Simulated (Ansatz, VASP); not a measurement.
# ZnS: VASP beside Ansatz

Contents of INCAR:

```
PREC = Accurate
ENCUT = 520
EDIFF = 1E-8
ISMEAR = -1
SIGMA = 0.01
LREAL = False
LASPH = True
NELM = 60
ALGO = Normal
ISIF = 2
LWAVE = False
LCHARG = False
GGA = PS
LEFG = True
NBANDS = 16
```

The input KPOINTS:

```
regular mesh
0
Gamma
  8 8 8
```

The input POSCAR:

```
ZnS
1.0
    0.0000000000      2.7046500000      2.6505570000
    2.7046500000      0.0000000000      2.6505570000
    2.7046500000      2.7046500000      0.0000000000
Zn S
1 1
Direct
    0.0000000000      0.0000000000      0.0000000000
    0.7500000000      0.7500000000      0.7500000000
```

Input for Ansatz:

```yaml
crystal:
  lattice:
    - [0.0, 2.70465, 2.650557]
    - [2.70465, 0.0, 2.650557]
    - [2.70465, 2.70465, 0.0]
  atoms:
    - { symbol: Zn, position: [0.0, 0.0, 0.0] }
    - { symbol: S, position: [0.75, 0.75, 0.75] }
kpoints:
  mp_grid: { grid: [8, 8, 8] }
scf:
  occupations: { method: fermi_dirac, width: 0.01 }
hamiltonian:
  xc: pbesol
  pseudopotentials: { kind: all_electron, datasets: crystal }
output:
  forces: true
  stress: true
  eigenvalues: true
  efg: { contact_densities: true }
```

Change from the starting cell: zz strain of -2 %, crystal datasets.

Alike in both runs: task electric field gradients; functional PBEsol; k mesh 8 × 8 × 8; occupations fermi-dirac, width 0.01 eV; no spin polarisation.

|  | VASP | Ansatz |
| --- | --- | --- |
| version | VASP 6.6.1 | Ansatz 0.2.0 |
| potentials or method | VASP PAW PBE potentials, release 64 (Zn, S), cutoff 520 eV | all-electron PAW with datasets made for the crystal, scalar-relativistic |

Ansatz gave:

| Item | Value |
| --- | --- |
| gap on the k mesh at the Fermi level (eV) | 2.00 |
| pressure (GPa) | -0.7 |
| traceless stress, the component that is largest in VASP (GPa) | 0.55 |
| size of Vzz on the site where it differs most (V/Å²) | 3.8 |

Estimate VASP's values.

gap on the k mesh at the Fermi level (eV): 2.01; pressure (GPa): -0.5; traceless stress, the component that is largest in VASP (GPa): 0.55; size of Vzz on the site where it differs most (V/Å²): 3.6.

VASP's potentials were made for PBE, not for PBEsol. Ansatz ran all-electron here, and VASP with PAW potentials.
